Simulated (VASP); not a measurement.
Wanted: the native input for a VASP 6.6.1 run.

| Property | Result |
| --- | --- |
| Task | single point |
| Functional | PBE |
| Dispersion | D3(BJ) |
| Potentials or basis | VASP PAW PBE potentials, release 64 (Pt, Se) |
| Cutoff | 520 eV |
| k mesh | 12 × 12 × 10 |
| Occupations | gaussian, width 0.15 eV |
| Spin | no spin polarisation |
| Dipole correction | no |
| Further INCAR settings | ALGO = Normal; EDIFF = 1e-06; NBANDS = 18 |

The structure of PtSe2 lies in POSCAR:

```
PtSe2
1.0
    3.7240006046      0.0000000000      0.0000000000
   -1.8620003023      3.2250791273      0.0000000000
    0.0000000000      0.0000000000      5.0620000000
Pt Se
1 2
Direct
    0.0000000000      0.0000000000      0.0000000000
    0.3333333333      0.6666666667      0.2500000000
    0.6666666667      0.3333333333      0.7500000000
```

One way to write it, as run:

INCAR

```
SYSTEM = PtSe2
ALGO = Normal
EDIFF = 1E-6
ENCUT = 520
GGA = PE
ISIF = 2
ISMEAR = 0
IVDW = 12
LASPH = .TRUE.
LCHARG = .FALSE.
LREAL = .FALSE.
LWAVE = .FALSE.
NBANDS = 18
NELM = 80
PREC = Accurate
SIGMA = 0.15
```

KPOINTS

```
k-points
0
G
  12 12 10
  0 0 0
```

Potentials or basis: VASP PAW PBE potentials, release 64 (Pt, Se).

Launch:

```bash
$ cat potpaw_PBE.64/Pt/POTCAR potpaw_PBE.64/Se/POTCAR > POTCAR
$ mpirun -np 1 vasp_std > vasp.out
```

Results of the run:

```yaml
Pressure: 3.5 GPa
Largest_force: 0.602 eV/Å
Band_gap_on_the_k_mesh: zero (band 11 reaches 6.94 eV, above the bottom of band 12 at 6.56 eV)
Dispersion_energy_per_atom: -0.477 eV
```

Caveat: spin-orbit coupling is left out, which moves the levels of the heavy elements; pairwise dispersion overbinds metals, which lowers pressure and volume.

Run time: 2.7 min on 1 thread of Intel(R) Xeon(R) Platinum 8375C CPU @ 2.90GHz (Ice Lake) (shared host), peak memory 0.32 GiB.
